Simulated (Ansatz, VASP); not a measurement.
## One calculation of Na, two programs

```xyz
2
Lattice="3.7293 0.0000 0.0000 -1.8647 3.2297 0.0000 0.0000 0.0000 6.1540" Properties=species:S:1:pos:R:3 pbc="T T T"
Na    0.0000    2.1531    1.5385
Na    1.8647    1.0766    4.6155
```

Change from the starting cell: equal xx and yy strain of -1 %, PAW files.

Alike in both runs: task electric field gradients; functional LDA; k mesh 11 × 11 × 6; occupations fermi-dirac, width 0.05 eV; no spin polarisation.

|  | VASP | Ansatz |
| --- | --- | --- |
| version | VASP 6.6.1 | Ansatz 0.2.0 |
| potentials or method | VASP PAW LDA potentials, release 64 (Na_pv) | PAW with Ansatz's default frozen-core files, scalar-relativistic |
| plane-wave cutoff (eV) | 520 | 420 |
| valence electrons in the cell | 14 | 18 |

|  | VASP | Ansatz | Ansatz less VASP |
| --- | --- | --- | --- |
| pressure (GPa) | -0.8 | -0.8 | +0.01 |
| traceless stress, the component that is largest in VASP (GPa) | 0.13 | 0.13 | -0.001 |
| size of Vzz on the site where it differs most (V/Å²) | 0.6 | 0.5 | -0.10 |

LDA's correlation is that of Perdew and Zunger in VASP and of Perdew and Wang (1992) in Ansatz. VASP's potentials hold 14 valence electrons a cell and Ansatz's 18, so a difference there can come from the potentials and not from the codes.
